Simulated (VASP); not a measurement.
# ZrB (Immm) in VASP: single point with PBE

Aim: the single point of ZrB with PBE.

Program: VASP 6.6.1. These are calculated values, not measurements. Logs are shortened: lines on timing, memory, paths and dates and some standing lists are left out, and cuts for length are marked.

## (1) The cell of the first run

The typed cell holds 2 atoms: a = 3.288 Å, b = 3.292 Å, c = 3.288 Å, α = 59.96°, β = 59.92°, γ = 59.96°.

## (2) Single point, PBE (strain +0.0025 x Voigt [0, 0, 0, 0, 1, 0])

INCAR

```
SYSTEM = ZrB
PREC = Accurate
ENCUT = 520
EDIFF = 1E-6
ISMEAR = 0
SIGMA = 0.15
LREAL = .False.
LASPH = .True.
NELM = 80
ALGO = Normal
ISIF = 2
LWAVE = .False.
LCHARG = .True.
GGA = PE
LELF = .True.
LVHAR = .True.
NBANDS = 14
```

KPOINTS

```
Automatic mesh
0
Gamma
  18 18 18
  0 0 0
```

POSCAR

```
ZrB
1.0
    0.0029062500      2.3250000000      2.3250000000
    2.3279062500      0.0000000000      2.3279062500
    2.3250000000      2.3250000000      0.0029062500
Zr B
1 1
Direct
    0.0000000000      0.0000000000      0.0000000000
    0.5000000000      0.5000000000      0.5000000000
```

Potentials or basis: VASP PAW PBE potentials, release 64 (Zr_sv, B).

Started as:

```console
> cat potpaw_PBE.64/Zr_sv/POTCAR potpaw_PBE.64/B/POTCAR > POTCAR
> mpirun -np 1 vasp_std > vasp.out
```

OUTCAR:

```text
SYSTEM = ZrB
   PREC = Accurate
   ENCUT = 520
   EDIFF = 1E-6
   ISMEAR = 0
   LREAL = .False.
   LASPH = .True.
   NELM = 80
   ISIF = 2
   GGA = PE

 ion  position               nearest neighbor table
   1  0.000  0.000  0.000-   2 2.33   2 2.33   2 2.33   2 2.33   2 2.33   2 2.33
   2  0.500  0.500  0.500-   1 2.33   1 2.33   1 2.33   1 2.33   1 2.33   1 2.33

  LATTYP: Found a body centered orthorhombic cell.
 ALAT       =     3.2839364744
 B/A-ratio  =     1.0025031289
 C/A-ratio  =     1.4159835418

  Lattice vectors:

 A1 = (   0.0029062500,  -2.3250000000,   2.3250000000)
 A2 = (  -0.0029062500,  -2.3250000000,  -2.3250000000)
 A3 = (   2.3250000000,   2.3250000000,   0.0029062500)

Analysis of symmetry for initial positions (statically):
=====================================================================
 Subroutine PRICEL returns:
 Original cell was already a primitive cell.

 Routine SETGRP: Setting up the symmetry group for a
 body centered orthorhombic supercell.

 Subroutine GETGRP returns: Found  8 space group operations
 (whereof  8 operations were pure point group operations)
 out of a pool of  8 trial point group operations.

The static configuration has the point symmetry D_2h.

Analysis of symmetry for dynamics (positions and initial velocities):
=====================================================================
 Subroutine PRICEL returns:
 Original cell was already a primitive cell.

 Routine SETGRP: Setting up the symmetry group for a
 body centered orthorhombic supercell.

 Subroutine GETGRP returns: Found  8 space group operations
 (whereof  8 operations were pure point group operations)
 out of a pool of  8 trial point group operations.

The dynamic configuration has the point symmetry D_2h.

 Subroutine INISYM returns: Found  8 space group operations
 (whereof  8 operations are pure point group operations),
 and found     1 'primitive' translations

----------------------------------------------------------------------------------------

                                     Primitive cell

  volume of cell :      25.1361

  direct lattice vectors                    reciprocal lattice vectors
     0.002906250  2.325000000  2.325000000    -0.215322917  0.215053763  0.215322917
     2.327906250  0.000000000  2.327906250     0.214785282 -0.215053763  0.214785282
     2.325000000  2.325000000  0.002906250     0.215322917  0.215053763 -0.215322917

  length of vectors
     3.288047817  3.292156591  3.288047817     0.372794901  0.372174093  0.372794901

  position of ions in fractional coordinates (direct lattice)
     0.000000000  0.000000000  0.000000000
     0.500000000  0.500000000  0.500000000

  ion indices of the primitive-cell ions
   primitive index   ion index
                 1           1
                 2           2

----------------------------------------------------------------------------------------

 KPOINTS: Automatic mesh

Automatic generation of k-mesh.
 Grid dimensions read from file:
 generate k-points for:   18   18   18

 Generating k-lattice:

  Cartesian coordinates                     Fractional coordinates (reciprocal lattice)
    -0.011962384  0.011947431  0.011962384     0.055555556  0.000000000  0.000000000
     0.011932516 -0.011947431  0.011932516     0.000000000  0.055555556  0.000000000
     0.011962384  0.011947431 -0.011962384     0.000000000  0.000000000  0.055555556

  Length of vectors
     0.020710828  0.020676339  0.020710828

  Shift w.r.t. Gamma in fractional coordinates (k-lattice)
     0.000000000  0.000000000  0.000000000

 Subroutine IBZKPT returns following result:
 ===========================================

 Found    865 irreducible k-points:

 Following reciprocal coordinates:
            Coordinates               Weight
  0.000000  0.000000  0.000000      1.000000
  0.055556  0.000000  0.000000      4.000000
  0.111111  0.000000  0.000000      4.000000
  0.166667  0.000000  0.000000      4.000000
  0.222222  0.000000  0.000000      4.000000
  0.277778  0.000000  0.000000      4.000000
[... 16 lines left out ...]
 -0.333333  0.055556 -0.000000      8.000000
 -0.277778  0.055556 -0.000000      8.000000
 [... further k-points ...]
   k-points           NKPTS =    865   k-points in BZ     NKDIM =    865   number of bands    NBANDS=     14
   number of dos      NEDOS =    301   number of ions     NIONS =      2
   total plane-waves  NPLWV =  13824
   dimension x,y,z NGX =    24 NGY =   24 NGZ =   24
   dimension x,y,z NGXF=    48 NGYF=   48 NGZF=   48
   ions per type =               1   1
   NGX,Y,Z   is equivalent  to a cutoff of  12.13, 12.12, 12.13 a.u.
   NGXF,Y,Z  is equivalent  to a cutoff of  24.27, 24.24, 24.27 a.u.
 SYSTEM =  ZrB
   PREC   = accura    normal or accurate (medium, high low for compatibility)
   ISTART =      0    job   : 0-new  1-cont  2-samecut
   ICHARG =      2    charge: 1-file 2-atom 10-const
   ISPIN  =      1    spin polarized calculation?
   LNONCOLLINEAR =      F non collinear calculations
   LSORBIT =      F    spin-orbit coupling
   LASPH  =      T    aspherical Exc in radial PAW
   ENCUT  =  520.0 eV  38.22 Ry    6.18 a.u.   6.11  6.12  6.11*2*pi/ulx,y,z
   NELM   =     80;   NELMIN=  2; NELMDL= -5     # of ELM steps
   EDIFF  = 0.1E-05   stopping-criterion for ELM
   LREAL  =      F    real-space projection
   EDIFFG = 0.1E-04   stopping-criterion for IOM
   NSW    =      0    number of steps for IOM
   IBRION =     -1    ionic relax: 0-MD 1-quasi-New 2-CG
   NFREE  =      0    steps in history (QN), initial steepest desc. (CG)
   ISIF   =      2    stress and relaxation
   ISYM   =      2    0-nonsym 1-usesym 2-fastsym
   POTIM  = 0.5000    time-step for ionic-motion
   TEBEG  =    0.0;   TEEND  =   0.0 temperature during run
   PSTRESS=    0.0 pullay stress
   NELECT =      15.0000    total number of electrons
   NUPDOWN=      -1.0000    fix difference up-down
   EMIN   =  10.00;   EMAX   =-10.00  energy-range for DOS
   EFERMI =   0.00;   METHOD = LEGACY
   ISMEAR =     0;   SIGMA  =   0.15  broadening in eV -4-tet -1-fermi 0-gaus
   EFERMI_NEDOS =   21; number of points for ismear=-14 and -15
   IALGO  =     38    algorithm
   IMIX   =      4    mixing-type and parameters
     AMIX     =   0.40;   BMIX     =  1.00
     AMIX_MAG =   1.60;   BMIX_MAG =  1.00
  volume/ion in A,a.u.               =      12.57        84.81
  Fermi-wavevector in a.u.,A,eV,Ry     =   1.378286  2.604582 25.846592  1.899671
  Thomas-Fermi vector in A             =   2.503361
   LORBIT       =      0    0 simple, 1 ext, 2 COOP (PROOUT), +10 PAW based schemes
   GGA     = PE    functional components
   LHFCALC =     F    Hartree Fock is set to
   AEXX    =    0.0000 exact exchange contribution
   IVDW    =     0    specifies the selected vdW correction
   LEPSILON=     F    determine dielectric tensor
   LRPA    =     F    only Hartree local field effects (RPA)
 non-spin polarized calculation
 Gauss-broadening in eV      SIGMA  =   0.15
  energy-cutoff  :      520.00
  volume of cell :       25.14
 maximum number of plane-waves:       692
   NGX = 13   NGY = 13   NGZ = 13

 number of electron      15.0000000 magnetization

 Free energy of the ion-electron system (eV)
  ---------------------------------------------------
  ext. energy  EPLUGINS =         0.00000000
  ---------------------------------------------------
  free energy    TOTEN  =       -15.58832703 eV

  energy without entropy =      -15.57605656  energy(sigma->0) =      -15.58219179

 E-fermi :   9.0130     XC(G=0): -12.2211

 val. band max:        9.0098435494   @ k =   0.2778   0.2222   0.0000
 cond. band min:       9.0185088943   @ k =   0.1111   0.2778   0.1111
 fundamental gap:      0.0086653449
 Fermi energy:         9.0130197273

 k-point     1 :       0.0000    0.0000    0.0000
  band No.  band energies     occupation
      1     -37.7569      2.00000
      2     -15.4997      2.00000
      3     -15.4974      2.00000
      4     -15.4951      2.00000
      5       0.6886      2.00000
      6      10.9253      0.00000
      7      10.9427      0.00000
      8      10.9604      0.00000
      9      12.7209      0.00000
     10      12.7209      0.00000
     11      12.8265      0.00000
     12      12.8363      0.00000
     13      12.8463      0.00000
     14      20.1613      0.00000

 k-point     2 :       0.0556    0.0000    0.0000
  band No.  band energies     occupation
      1     -37.7534      2.00000
      2     -15.5272      2.00000
      3     -15.5026      2.00000
      4     -15.4996      2.00000
      5       0.7740      2.00000
      6      10.6745      0.00000
      7      10.8957      0.00000
      8      10.9201      0.00000
      9      11.8979      0.00000
     10      11.9040      0.00000
     11      12.9926      0.00000
     12      13.8462      0.00000
     13      13.8523      0.00000
     14      20.3735      0.00000

 k-point     3 :       0.1111    0.0000    0.0000
  band No.  band energies     occupation
      1     -37.7430      2.00000
      2     -15.6163      2.00000
      3     -15.5108      2.00000
      4     -15.5080      2.00000
      5       1.0234      2.00000
      6      10.0433      0.00000
      7      10.5069      0.00000
      8      10.5275      0.00000
      9      11.6091      0.00000
     10      11.6207      0.00000
     11      13.2689      0.00000
     12      15.0200      0.00000
     13      15.0244      0.00000
     14      20.9723      0.00000

 k-point     4 :       0.1667    0.0000    0.0000
  band No.  band energies     occupation
      1     -37.7271      2.00000
      2     -15.7500      2.00000
      3     -15.5234      2.00000
      4     -15.5208      2.00000
      5       1.4173      2.00000
      6       9.2937      0.00815
      7       9.8162      0.00000
      8       9.8344      0.00000
      9      11.8619      0.00000
     10      11.8778      0.00000
     11      13.5302      0.00000
     12      16.2654      0.00000
     13      16.2680      0.00000
     14      21.8129      0.00000

 k-point     5 :       0.2222    0.0000    0.0000
  band No.  band energies     occupation
      1     -37.7075      2.00000
      2     -15.9100      2.00000
      3     -15.5387      2.00000
      4     -15.5364      2.00000
      5       1.9266      2.00000
      6       8.5273      2.00000
      7       9.1596      0.16710
      8       9.1777      0.12041
      9      12.3159      0.00000
     10      12.3339      0.00000
     11      13.7869      0.00000
[... 276 lines left out ...]
 k-point    22 :      -0.3889    0.0556   -0.0000
  band No.  band energies     occupation
      1     -37.6445      2.00000
      2     -16.3708      2.00000
      3     -15.6158      2.00000
      4     -15.5800      2.00000
      5       4.0444      2.00000
      6       6.1478      2.00000
      7       7.7564      2.00000
      8       7.8962      2.00000
      9      14.0739      0.00000
     10      14.4103      0.00000
     11      15.5051      0.00000
     12      18.8704      0.00000
     13      20.7340      0.00000
     14      22.0102      0.00000

 k-point    23 :      -0.3333    0.0556   -0.0000
  band No.  band energies     occupation
      1     -37.6589      2.00000
      2     -16.2655      2.00000
      3     -15.6085      2.00000
      4     -15.5642      2.00000
      5       3.4090      2.00000
      6       6.7895      2.00000
      7       7.9866      2.00000
      8       8.1777      2.00000
      9      13.4349      0.00000
     10      13.9315      0.00000
     11      14.9461      0.00000
     12      19.6915      0.00000
     13      20.0964      0.00000
     14      21.1138      0.00000

 k-point    24 :      -0.2778    0.0556   -0.0000
  band No.  band energies     occupation
      1     -37.6775      2.00000
      2     -16.1260      2.00000
      3     -15.5956      2.00000
      4     -15.5466      2.00000
      5       2.7753      2.00000
      6       7.4750      2.00000
      7       8.3429      2.00000
      8       8.5605      1.99998
      9      12.7836      0.00000
     10      13.4109      0.00000
     11      14.4575      0.00000
     12      18.5406      0.00000
     13      19.9582      0.00000
     14      21.2732      0.00000

 [... further k-points ...]

------------------------ aborting loop because EDIFF is reached ----------------------------------------

  FORCE on cell =-STRESS in cart. coord.  units (eV):
  Direction    XX          YY          ZZ          XY          YZ          ZX
  --------------------------------------------------------------------------------------
  -------------------------------------------------------------------------------------
  Total        5.4897026      5.4897735      5.4897026      0.0000000      0.0000000     -0.0226170
  in kB      349.9139117    349.9184294    349.9139117      0.0000000      0.0000000     -1.4416078
  external PRESSURE =     349.9154176 kB  Pullay stress =       0.0000000 kB

 VOLUME and BASIS-vectors are now :
 -----------------------------------------------------------------------------
  energy-cutoff  :      520.00
  volume of cell :       25.14
      direct lattice vectors                 reciprocal lattice vectors
     0.002906250  2.325000000  2.325000000    -0.215322917  0.215053763  0.215322917
     2.327906250  0.000000000  2.327906250     0.214785282 -0.215053763  0.214785282
     2.325000000  2.325000000  0.002906250     0.215322917  0.215053763 -0.215322917

 POSITION                                       TOTAL-FORCE (eV/Angst)
 -----------------------------------------------------------------------------------
      0.00000      0.00000      0.00000        -0.000000      0.000000      0.000000
      2.32791      2.32500      2.32791         0.000000      0.000000     -0.000000
 -----------------------------------------------------------------------------------
    total drift:                                0.000000     -0.000000     -0.000000

  FREE ENERGIE OF THE ION-ELECTRON SYSTEM (eV)
  ---------------------------------------------------
  free  energy   TOTEN  =       -15.5883270306 eV

  energy  without entropy=      -15.5760565577  energy(sigma->0) =      -15.58219179
```

Wall time 5.3 min (1 thread of AMD EPYC 7R43 (Zen 3), shared host); peak memory 0.36 GiB.

What came out:

| Property | Result |
| --- | --- |
| Free energy | -15.5883 eV |
| Pressure | 35.0 GPa |

Levels at points of the mesh, in eV from the Fermi level:
```tsv
k point	band 4	band 5	band 6	band 7	band 8	band 9	band 10	band 11	band 12	band 13
(0.00, 0.00, 0.00)	-24.51	-8.32	1.91	1.93	1.95	3.71	3.71	3.81	3.82	3.83
(0.50, 0.00, 0.00)	-24.60	-4.19	-3.60	-1.42	-1.40	5.77	5.80	7.39	8.26	13.40
(0.00, 0.50, 0.00)	-24.60	-4.19	-3.61	-1.41	-1.39	5.76	5.79	7.37	8.27	13.39
(0.50, 0.50, 0.00)	-24.84	-6.49	-1.12	-0.29	2.55	2.55	5.48	6.94	6.94	10.68
(0.50, 0.00, 0.50)	-24.84	-6.49	-1.12	-0.29	2.54	2.57	5.48	6.94	6.94	10.68
```

Caveat: the cell differs from its parent crystal (strain +0.0025 x Voigt [0, 0, 0, 0, 1, 0]).
